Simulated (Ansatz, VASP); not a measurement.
## One calculation of SiC5, two programs

```
CELL_PARAMETERS angstrom
2.75171 0.00000 0.00000
-1.37585 2.38305 0.00000
0.00000 0.00000 6.81191
ATOMIC_POSITIONS crystal
C 0.00000 0.00000 0.97209
C 0.66667 0.33333 0.66968
C 0.33333 0.66667 0.36564
C 0.66667 0.33333 0.89629
C 0.33333 0.66667 0.59295
Si 0.00000 0.00000 0.25335
```

Alike in both runs: task single point; functional r2SCAN; k mesh 9 × 9 × 4; no spin polarisation.

|  | VASP | Ansatz |
| --- | --- | --- |
| version | VASP 6.6.1 | Ansatz 0.2.0 |
| potentials or method | VASP PAW PBE potentials, release 64 (C_h, Si) | plane waves, PAW |
| plane-wave cutoff (eV) | 910 | 500 |
| occupations | gaussian, width 0.01 eV | fixed |
| valence electrons in the cell | 24 | 24 |

|  | VASP | Ansatz | Ansatz less VASP |
| --- | --- | --- | --- |
| gap on the k mesh at the Fermi level (eV) | 1.85 | 1.84 | -0.009 |
| rms of the force components (eV/Å) | 0.105 | 0.090 | -0.0148 |

VASP's potentials were made for PBE, not for r2SCAN. Atom by atom the forces differ by 0.017 eV/Å (rms over components).

Noted on VASP's run: the cutoff is short for stress, so the pressure is rough.
